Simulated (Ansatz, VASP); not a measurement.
**One calculation of SnO2, two programs**

INCAR

```
SYSTEM = SnO2
ALGO = Normal ; EDIFF = 1E-6
ENCUT = 520 ; GGA = PE
ISIF = 2 ; ISMEAR = 0
LASPH = .True. ; LCHARG = .False.
LREAL = .False. ; LWAVE = .False.
NBANDS = 20 ; NELM = 100
PREC = Accurate ; SIGMA = 0.05
```

KPOINTS

```
k-points
0
Gamma
  12 12 12
  0 0 0
```

POSCAR

```
SnO2
1.0
    1.6450283737      0.9497575744      5.0042302243
   -1.6450283737      0.9497575744      5.0042302243
    0.0000000000     -1.8995151487      5.0042302243
Sn O
1 2
Direct
    0.5000000000      0.5000000000      0.5000000000
    0.2464043750      0.2464043750      0.2464043750
    0.7535956250      0.7535956250      0.7535956250
```

Input for Ansatz:

```yaml
crystal:
  lattice:
    - [1.6450283737, 0.9497575744, 5.0042302243]
    - [-1.6450283737, 0.9497575744, 5.0042302243]
    - [0.0, -1.8995151487, 5.0042302243]
  atoms:
    - { symbol: Sn, position: [0.5, 0.5, 0.5] }
    - { symbol: O, position: [0.246404375, 0.246404375, 0.246404375] }
    - { symbol: O, position: [0.753595625, 0.753595625, 0.753595625] }
basis:
  ecutwfc: 520.0
kpoints:
  mp_grid: { grid: [12, 12, 12] }
hamiltonian:
  xc: pbe
  pseudopotentials: { kind: paw, azcp: { folder: soft_1 } }
scf:
  occupations: { method: gaussian, width: 0.05 }
output:
  forces: true
  stress: true
  eigenvalues: true
  write_density: true
  write_potential: true
  elf: true
  volumetric_format: npy
```

Alike in both runs: task single point; functional PBE; k mesh 12 × 12 × 12; occupations gaussian, width 0.05 eV; no spin polarisation.

```csv
,VASP,Ansatz
version,VASP 6.6.1,Ansatz 0.2.0
potentials or method,"VASP PAW PBE potentials, release 64 (Sn_d, O), cutoff 520 eV","scalar-relativistic, plane waves, PAW"
valence electrons in the cell,26,26
```

```tsv
	VASP	Ansatz	Ansatz less VASP
gap on the k mesh at the Fermi level (eV)	1.34	1.36	+0.024
least direct gap on the mesh (eV)	1.34	1.36	+0.024
pressure (GPa)	-14.7	-15.1	-0.36
traceless stress, the component that is largest in VASP (GPa)	-3.67	-3.51	+0.159
rms of the force components (eV/Å)	1.088	1.111	+0.0231
```

Atom by atom the forces differ by 0.023 eV/Å (rms over components).
